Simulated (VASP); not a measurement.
Here is a VASP 6.6.1 calculation.

Contents of INCAR:

```
SYSTEM = TaMo2C3
ALGO     = Normal         ! electronic algorithm
EDIFF    = 1E-6           ! SCF threshold, eV
ENCUT    = 520            ! plane-wave cutoff, eV
GGA      = PE             ! functional
ISIF     = 2              ! what is computed and relaxed
ISMEAR   = 0              ! smearing method
LASPH    = .True.         ! aspherical terms in the spheres
LCHARG   = .False.        ! write CHGCAR
LREAL    = .False.        ! projectors in reciprocal space
LWAVE    = .False.        ! write WAVECAR
NBANDS   = 34             ! bands
NELM     = 80             ! most SCF steps
PREC     = Accurate       ! precision mode
SIGMA    = 0.1            ! smearing width, eV
```

The input KPOINTS:

```
k-points
0
Gamma
  6 6 2
  0 0 0
```

Contents of POSCAR:

```
TaMo2C3
1.0
    3.1166360200      0.0000000000      0.0000000000
   -1.5583180100      2.6990859700      0.0000000000
    0.0000000000      0.0000000000      7.6863160100
Ta Mo C
1 2 3
Direct
    0.0000000000      0.0000000000      0.0000000000
    0.3333333300      0.6666666700      0.6692299800
    0.6666666700      0.3333333300      0.3307700200
    0.0000000000      0.0000000000      0.5000000000
    0.3333333300      0.6666666700      0.1679210100
    0.6666666700      0.3333333300      0.8320789900
```

Potentials or basis: VASP PAW PBE potentials, release 64 (Ta_pv, Mo_sv, C).

Launch:

```sh
$ cat potpaw_PBE.64/Ta_pv/POTCAR potpaw_PBE.64/Mo_sv/POTCAR potpaw_PBE.64/C/POTCAR > POTCAR
$ mpirun -np 1 vasp_std > vasp.out
```

Question: Predict the pressure.

Answer: -2.0 GPa.

Question: What does it give for the largest force?

Answer: 0.090 eV/Å.

Forces on the atoms (eV/Å):
```
Ta   0.000  0.000  0.000
Mo   0.000  0.000  0.090
Mo   0.000  0.000 -0.090
C    0.000  0.000  0.000
C    0.000  0.000  0.054
C    0.000  0.000 -0.054
```

Caveat: the k points lie up to 0.41 Å⁻¹ apart.
